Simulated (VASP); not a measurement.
# Pb (Fd-3m) in VASP: notebook

The runs below take Pb through single point, with PBEsol.

Everything below comes from runs of VASP 6.6.1. Logs are shortened: lines on timing, memory, paths and dates and some standing lists are left out, and cuts for length are marked.

### 1 The cell of the first run

The structure is cubic, space group Fd-3m (No. 227). The conventional cell has a = 6.709 Å, b = 6.709 Å, c = 6.709 Å, α = 90.00°, β = 90.00°, γ = 90.00°. Pb (site symmetry -43m) has 4 Pb at 2.90 Å within 3.8 Å.

This isn't the form of Pb at room conditions, which is fcc.

### 2 Single point, PBEsol (strained)

INCAR

```
ALGO = Normal
EDIFF = 1E-7
ENCUT = 520
GGA = PS
ISIF = 2
ISMEAR = 0
LASPH = True
LCHARG = False
LREAL = False
LWAVE = False
NBANDS = 21
NELM = 60
PREC = Accurate
SIGMA = 0.1
```

KPOINTS

```
k-points
0
Gamma
  10 10 10
```

POSCAR

```
Pb
1.0
    0.0000000000      3.3542630941      3.3542630941
    3.3542630941      0.0000000000      3.3542630941
    3.3542630941      3.3542630941      0.0000000000
Pb
2
Direct
    0.5000000000      0.5000000000      0.5000000000
    0.7500000000      0.7500000000      0.7500000000
```

Potentials or basis: VASP PAW PBE potentials, release 64 (Pb_d).

On the command line:

```sh
$ cat potpaw_PBE.64/Pb_d/POTCAR > POTCAR
$ mpirun -np 1 vasp_std > vasp.out
```

OUTCAR:

```text
EDIFF = 1E-7
   ENCUT = 520
   GGA = PS
   ISIF = 2
   ISMEAR = 0
   LASPH = True
   LREAL = False
   NELM = 60
   PREC = Accurate

 ion  position               nearest neighbor table
   1  0.500  0.500  0.500-   2 2.90   2 2.90   2 2.90   2 2.90
   2  0.750  0.750  0.750-   1 2.90   1 2.90   1 2.90   1 2.90

  LATTYP: Found a face centered cubic cell.
 ALAT       =     6.7085261882

  Lattice vectors:

 A1 = (   0.0000000000,   3.3542630941,   3.3542630941)
 A2 = (   3.3542630941,   0.0000000000,   3.3542630941)
 A3 = (   3.3542630941,   3.3542630941,   0.0000000000)

Analysis of symmetry for initial positions (statically):
=====================================================================
 Subroutine PRICEL returns:
 Original cell was already a primitive cell.

 Routine SETGRP: Setting up the symmetry group for a
 face centered cubic supercell.

 Subroutine GETGRP returns: Found 48 space group operations
 (whereof 24 operations were pure point group operations)
 out of a pool of 48 trial point group operations.

The static configuration has the point symmetry T_d .
 The point group associated with its full space group is O_h .

Analysis of symmetry for dynamics (positions and initial velocities):
=====================================================================
 Subroutine PRICEL returns:
 Original cell was already a primitive cell.

 Routine SETGRP: Setting up the symmetry group for a
 face centered cubic supercell.

 Subroutine GETGRP returns: Found 48 space group operations
 (whereof 24 operations were pure point group operations)
 out of a pool of 48 trial point group operations.

The dynamic configuration has the point symmetry T_d .
 The point group associated with its full space group is O_h .

 Subroutine INISYM returns: Found 48 space group operations
 (whereof 24 operations are pure point group operations),
 and found     1 'primitive' translations

----------------------------------------------------------------------------------------

                                     Primitive cell

  volume of cell :      75.4782

  direct lattice vectors                    reciprocal lattice vectors
     0.000000000  3.354263094  3.354263094    -0.149064038  0.149064038  0.149064038
     3.354263094  0.000000000  3.354263094     0.149064038 -0.149064038  0.149064038
     3.354263094  3.354263094  0.000000000     0.149064038  0.149064038 -0.149064038

  length of vectors
     4.743644359  4.743644359  4.743644359     0.258186487  0.258186487  0.258186487

  position of ions in fractional coordinates (direct lattice)
     0.500000000  0.500000000  0.500000000
     0.750000000  0.750000000  0.750000000

  ion indices of the primitive-cell ions
   primitive index   ion index
                 1           1
                 2           2

----------------------------------------------------------------------------------------

 KPOINTS: k-points

Automatic generation of k-mesh.
 Grid dimensions read from file:
 generate k-points for:   10   10   10

 Generating k-lattice:

  Cartesian coordinates                     Fractional coordinates (reciprocal lattice)
    -0.014906404  0.014906404  0.014906404     0.100000000  0.000000000  0.000000000
     0.014906404 -0.014906404  0.014906404     0.000000000  0.100000000  0.000000000
     0.014906404  0.014906404 -0.014906404     0.000000000  0.000000000  0.100000000

  Length of vectors
     0.025818649  0.025818649  0.025818649

  Shift w.r.t. Gamma in fractional coordinates (k-lattice)
     0.000000000  0.000000000  0.000000000

 Subroutine IBZKPT returns following result:
 ===========================================

 Found     47 irreducible k-points:

 Following reciprocal coordinates:
            Coordinates               Weight
  0.000000  0.000000  0.000000      1.000000
  0.100000  0.000000  0.000000      8.000000
  0.200000  0.000000  0.000000      8.000000
  0.300000  0.000000  0.000000      8.000000
  0.400000  0.000000  0.000000      8.000000
  0.500000  0.000000  0.000000      4.000000
[... 16 lines left out ...]
  0.300000  0.300000  0.000000      6.000000
  0.400000  0.300000  0.000000     24.000000
 [... further k-points ...]
   k-points           NKPTS =     47   k-points in BZ     NKDIM =     47   number of bands    NBANDS=     21
   number of dos      NEDOS =    301   number of ions     NIONS =      2
   total plane-waves  NPLWV =  46656
   dimension x,y,z NGX =    36 NGY =   36 NGZ =   36
   dimension x,y,z NGXF=    72 NGYF=   72 NGZF=   72
   ions per type =               2
   NGX,Y,Z   is equivalent  to a cutoff of  12.62, 12.62, 12.62 a.u.
   NGXF,Y,Z  is equivalent  to a cutoff of  25.23, 25.23, 25.23 a.u.
 SYSTEM =  unknown system
   PREC   = accura    normal or accurate (medium, high low for compatibility)
   ISTART =      0    job   : 0-new  1-cont  2-samecut
   ICHARG =      2    charge: 1-file 2-atom 10-const
   ISPIN  =      1    spin polarized calculation?
   LNONCOLLINEAR =      F non collinear calculations
   LSORBIT =      F    spin-orbit coupling
   LASPH  =      T    aspherical Exc in radial PAW
   ENCUT  =  520.0 eV  38.22 Ry    6.18 a.u.   8.82  8.82  8.82*2*pi/ulx,y,z
   NELM   =     60;   NELMIN=  2; NELMDL= -5     # of ELM steps
   EDIFF  = 0.1E-06   stopping-criterion for ELM
   LREAL  =      F    real-space projection
   EDIFFG = 0.1E-05   stopping-criterion for IOM
   NSW    =      0    number of steps for IOM
   IBRION =     -1    ionic relax: 0-MD 1-quasi-New 2-CG
   NFREE  =      0    steps in history (QN), initial steepest desc. (CG)
   ISIF   =      2    stress and relaxation
   ISYM   =      2    0-nonsym 1-usesym 2-fastsym
   POTIM  = 0.5000    time-step for ionic-motion
   TEBEG  =    0.0;   TEEND  =   0.0 temperature during run
   PSTRESS=    0.0 pullay stress
   NELECT =      28.0000    total number of electrons
   NUPDOWN=      -1.0000    fix difference up-down
   EMIN   =  10.00;   EMAX   =-10.00  energy-range for DOS
   EFERMI =   0.00;   METHOD = LEGACY
   ISMEAR =     0;   SIGMA  =   0.10  broadening in eV -4-tet -1-fermi 0-gaus
   EFERMI_NEDOS =   21; number of points for ismear=-14 and -15
   IALGO  =     38    algorithm
   IMIX   =      4    mixing-type and parameters
     AMIX     =   0.40;   BMIX     =  1.00
     AMIX_MAG =   1.60;   BMIX_MAG =  1.00
  volume/ion in A,a.u.               =      37.74       254.68
  Fermi-wavevector in a.u.,A,eV,Ry     =   1.176306  2.222896 18.826331  1.383696
  Thomas-Fermi vector in A             =   2.312672
   LORBIT       =      0    0 simple, 1 ext, 2 COOP (PROOUT), +10 PAW based schemes
   GGA     = PS    functional components
   LHFCALC =     F    Hartree Fock is set to
   AEXX    =    0.0000 exact exchange contribution
   IVDW    =     0    specifies the selected vdW correction
   LEPSILON=     F    determine dielectric tensor
   LRPA    =     F    only Hartree local field effects (RPA)
 non-spin polarized calculation
 Gauss-broadening in eV      SIGMA  =   0.10
  energy-cutoff  :      520.00
  volume of cell :       75.48
 maximum number of plane-waves:      2085
   NGX = 17   NGY = 17   NGZ = 17

 number of electron      28.0000001 magnetization

 Free energy of the ion-electron system (eV)
  ---------------------------------------------------
  ext. energy  EPLUGINS =         0.00000000
  ---------------------------------------------------
  free energy    TOTEN  =        -7.28480041 eV

  energy without entropy =       -7.28404362  energy(sigma->0) =       -7.28442201

 E-fermi :   4.9424     XC(G=0):  -8.9454

 val. band max:        4.7795863478   @ k =   0.1000   0.1000   0.0000
 cond. band min:       5.0584936751   @ k =  -0.4000   0.1000   0.0000
 fundamental gap:      0.2789073273
 Fermi energy:         4.9424252819

 k-point     1 :       0.0000    0.0000    0.0000
  band No.  band energies     occupation
      1     -12.4306      2.00000
      2     -12.4306      2.00000
      3     -12.4306      2.00000
      4     -12.3392      2.00000
      5     -12.3392      2.00000
      6     -11.8179      2.00000
[... 13 lines left out ...]
     20      12.8484      0.00000
     21      12.8484      0.00000

 k-point     2 :       0.1000    0.0000    0.0000
  band No.  band energies     occupation
      1     -12.4440      2.00000
      2     -12.4440      2.00000
      3     -12.4280      2.00000
      4     -12.3203      2.00000
      5     -12.3203      2.00000
      6     -11.8380      2.00000
[... 13 lines left out ...]
     20      12.3678      0.00000
     21      12.3679      0.00000

 k-point     3 :       0.2000    0.0000    0.0000
  band No.  band energies     occupation
      1     -12.4650      2.00000
      2     -12.4650      2.00000
      3     -12.4214      2.00000
      4     -12.2859      2.00000
      5     -12.2859      2.00000
      6     -11.8672      2.00000
[... 13 lines left out ...]
     20      12.0428      0.00000
     21      12.0428      0.00000

 k-point     4 :       0.3000    0.0000    0.0000
  band No.  band energies     occupation
      1     -12.4795      2.00000
      2     -12.4795      2.00000
      3     -12.4128      2.00000
      4     -12.2574      2.00000
      5     -12.2574      2.00000
      6     -11.8882      2.00000
[... 13 lines left out ...]
     20      12.2545      0.00000
     21      12.2545      0.00000

 k-point     5 :       0.4000    0.0000    0.0000
  band No.  band energies     occupation
      1     -12.4864      2.00000
      2     -12.4864      2.00000
      3     -12.4057      2.00000
      4     -12.2419      2.00000
      5     -12.2419      2.00000
      6     -11.8978      2.00000
[... 13 lines left out ...]
     20      12.9391      0.00000
     21      12.9391      0.00000
[... 382 lines left out ...]
     20      12.1725      0.00000
     21      13.4406      0.00000

 k-point    22 :      -0.2000    0.2000    0.0000
  band No.  band energies     occupation
      1     -12.5001      2.00000
      2     -12.4995      2.00000
      3     -12.3770      2.00000
      4     -12.2607      2.00000
      5     -12.2037      2.00000
      6     -11.9523      2.00000
[... 13 lines left out ...]
     20      12.2204      0.00000
     21      12.8563      0.00000

 k-point    23 :       0.3000    0.3000    0.0000
  band No.  band energies     occupation
      1     -12.4856      2.00000
      2     -12.4856      2.00000
      3     -12.4393      2.00000
      4     -12.2219      2.00000
      5     -12.1268      2.00000
      6     -12.1059      2.00000
[... 13 lines left out ...]
     20      13.1415      0.00000
     21      14.3562      0.00000

 k-point    24 :       0.4000    0.3000    0.0000
  band No.  band energies     occupation
      1     -12.5101      2.00000
      2     -12.4965      2.00000
      3     -12.4021      2.00000
      4     -12.1846      2.00000
      5     -12.1512      2.00000
      6     -12.0854      2.00000
[... 13 lines left out ...]
     20      13.7373      0.00000
     21      14.5273      0.00000

 [... further k-points ...]

------------------------ aborting loop because EDIFF is reached ----------------------------------------

  FORCE on cell =-STRESS in cart. coord.  units (eV):
  Direction    XX          YY          ZZ          XY          YZ          ZX
  --------------------------------------------------------------------------------------
  -------------------------------------------------------------------------------------
  Total        1.5074648      1.5074648      1.5074648      0.0000000      0.0000000      0.0000000
  in kB       31.9989999     31.9989999     31.9989999      0.0000000      0.0000000      0.0000000
  external PRESSURE =      31.9989999 kB  Pullay stress =       0.0000000 kB

 VOLUME and BASIS-vectors are now :
 -----------------------------------------------------------------------------
  energy-cutoff  :      520.00
  volume of cell :       75.48
      direct lattice vectors                 reciprocal lattice vectors
     0.000000000  3.354263094  3.354263094    -0.149064038  0.149064038  0.149064038
     3.354263094  0.000000000  3.354263094     0.149064038 -0.149064038  0.149064038
     3.354263094  3.354263094  0.000000000     0.149064038  0.149064038 -0.149064038

 POSITION                                       TOTAL-FORCE (eV/Angst)
 -----------------------------------------------------------------------------------
      3.35426      3.35426      3.35426         0.000000      0.000000      0.000000
      5.03139      5.03139      5.03139        -0.000000     -0.000000     -0.000000
 -----------------------------------------------------------------------------------
    total drift:                                0.000000      0.000000      0.000000

  FREE ENERGIE OF THE ION-ELECTRON SYSTEM (eV)
  ---------------------------------------------------
  free  energy   TOTEN  =        -7.2848004052 eV

  energy  without entropy=       -7.2840436245  energy(sigma->0) =       -7.28442201
```

Wall time 60 s (1 thread of Intel Xeon 8259CL, shared host); peak memory 0.23 GiB.

Results:

```yaml
Free_energy: -7.2848 eV
Pressure: 3.2 GPa
Band_gap_on_the_k_mesh: zero (bands 14 and 15 overlap by 1.28 eV)
```

Caveat: the cell differs from its parent crystal (strained); the cell stands under pressure; the PAW data sets were made with another functional, which shifts forces and pressure a little; spin-orbit coupling is left out, which moves the levels of the heavy elements.

[end of part 1 of 2]
